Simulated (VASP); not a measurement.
Wanted: the native input for a VASP 6.6.1 run.

| Quantity | Value |
| --- | --- |
| Task | single point |
| Functional | PBE |
| Potentials or basis | VASP PAW PBE potentials, release 64 (B, N) |
| Cutoff | 520 eV |
| k mesh | 12 × 12 × 12 |
| Occupations | gaussian, width 0.05 eV |
| Spin | no spin polarisation |
| Dipole correction | no |
| Further INCAR settings | ALGO = Normal; EDIFF = 1e-06; NBANDS = 11 |

The structure of BN lies in POSCAR:

```
BN
1.0
    0.0000000000      1.8419272244      1.7760362785
    1.7760362785      0.0000000000      1.7760362785
    1.7760362785      1.8419272244      0.0000000000
B N
1 1
Direct
    0.0000000000      0.0000000000      0.0000000000
    0.7500000000      0.7500000000      0.7500000000
```

This cell differs from its parent crystal: volume 5.810 Å^3 an atom, c/a of the conventional cell 1.0371.

One way to write it, as run:

INCAR

```
SYSTEM = BN
ALGO = Normal ; EDIFF = 1E-6
ENCUT = 520 ; GGA = PE
ISIF = 2 ; ISMEAR = 0
LASPH = .True. ; LCHARG = .False.
LREAL = .False. ; LWAVE = .False.
NBANDS = 11 ; NELM = 60
PREC = Accurate ; SIGMA = 0.05
```

KPOINTS

```
k-points
0
Gamma
  12 12 12
  0 0 0
```

Potentials or basis: VASP PAW PBE potentials, release 64 (B, N).

The run is started by

```sh
$ cat potpaw_PBE.64/B/POTCAR potpaw_PBE.64/N/POTCAR > POTCAR
$ mpirun -np 1 vasp_std > vasp.out
```

It gave:

```
Pressure               : 9.7 GPa
Band gap on the k mesh : 4.14 eV, indirect (least direct gap 8.69 eV)
```

It took 21 s on 1 thread of Intel Xeon 8259CL, on a shared host, peak memory 0.13 GiB.
